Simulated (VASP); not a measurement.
Input of a VASP 6.6.1 run:

The input INCAR:

```
  PREC = Accurate
  ENCUT = 520
  EDIFF = 1E-7
  ISMEAR = 0
  SIGMA = 0.1
  LREAL = F
  LASPH = T
  NELM = 60
  ALGO = Normal
  ISIF = 2
  LWAVE = F
  LCHARG = F
  GGA = PE
  NBANDS = 34
```

Contents of KPOINTS:

```
regular mesh
0
Gamma
  6 6 6
```

File POSCAR:

```
ScRu3
1.0
   -1.9492590400      1.9492590400      4.0222911800
    1.9492590400     -1.9492590400      4.0222911800
    1.9492590400      1.9492590400     -4.0222911800
Sc Ru
1 3
Direct
    0.0000000000      0.0000000000      0.0000000000
    0.7500000000      0.2500000000      0.5000000000
    0.2500000000      0.7500000000      0.5000000000
    0.5000000000      0.5000000000      0.0000000000
```

Potentials or basis: VASP PAW PBE potentials, release 64 (Sc_sv, Ru_pv).

Run with:

```sh
$ cat potpaw_PBE.64/Sc_sv/POTCAR potpaw_PBE.64/Ru_pv/POTCAR > POTCAR
$ mpirun -np 1 vasp_std > vasp.out
```

Q: Estimate the pressure.

A: -1.6 GPa.

Q: Estimate the band gap on the k mesh.

A: Zero (an odd number of electrons rules out a gap without spin polarisation).

Stress tensor (GPa, compression positive):
```
-1.79  0.00  0.00
 0.00 -1.79  0.00
 0.00  0.00 -1.26
```
